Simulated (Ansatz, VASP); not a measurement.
## ZnO in VASP and in Ansatz

INCAR

```
SYSTEM = ZnO
ALGO = Normal
EDIFF = 1E-6
ENCUT = 600
GGA = PE
GGA_COMPAT = .False.
ISIF = 2
ISMEAR = 0
LASPH = .True.
LCHARG = .False.
LREAL = .False.
LWAVE = .False.
NBANDS = 26
NELM = 120
PREC = Accurate
SIGMA = 0.01
```

KPOINTS

```
k-points
0
Gamma
  6 6 3
  0 0 0
```

The input POSCAR:

```
ZnO
1.0
    3.2493080000      0.0000000000      0.0000000000
   -1.6246540000      2.8139830000      0.0000000000
    0.0000000000      0.0000000000      5.2057090000
Zn O
2 2
Direct
    0.3333333333      0.6666666667      0.5000000000
    0.6666666667      0.3333333333      0.0000000000
    0.6666666667      0.3333333333      0.3790100000
    0.3333333333      0.6666666667      0.8790100000
```

Input for Ansatz:

```yaml
crystal:
  lattice:
    - [3.249308, 0.0, 0.0]
    - [-1.624654, 2.813983, 0.0]
    - [0.0, 0.0, 5.205709]
  atoms:
    - { symbol: Zn, position: [0.3333333333333333, 0.6666666666666666, 0.5] }
    - { symbol: Zn, position: [0.6666666666666666, 0.3333333333333333, 0.0] }
    - { symbol: O, position: [0.6666666666666666, 0.3333333333333333, 0.37901] }
    - { symbol: O, position: [0.3333333333333333, 0.6666666666666666, 0.87901] }
kpoints:
  mp_grid:
    grid: [6, 6, 3]
hamiltonian:
  xc: pbe
  pseudopotentials:
    kind: paw
scf:
  occupations:
    method: fixed
output:
  forces: true
  stress: true
  eigenvalues: true
```

Alike in both runs: task single point; functional PBE; k mesh 6 × 6 × 3; no spin polarisation.

|  | VASP | Ansatz |
| --- | --- | --- |
| version | VASP 6.6.1 | Ansatz 0.2.0 |
| potentials or method | VASP PAW PBE potentials, release 64 (Zn, O) | plane waves, PAW |
| plane-wave cutoff (eV) | 600 | 420 |
| occupations | gaussian, width 0.01 eV | fixed |
| valence electrons in the cell | 36 | 36 |

Ansatz gave:

| Property | Result |
| --- | --- |
| gap on the k mesh at the Fermi level (eV) | 0.80 |
| pressure (GPa) | 4.9 |
| traceless stress, the component that is largest in VASP (GPa) | 1.11 |
| rms of the force components (eV/Å) | 0.041 |

Task: Which values does VASP return?

Result: gap on the k mesh at the Fermi level (eV): 0.79; pressure (GPa): 5.8; traceless stress, the component that is largest in VASP (GPa): 1.16; rms of the force components (eV/Å): 0.043.

Atom by atom the forces differ by 0.002 eV/Å (rms over components).
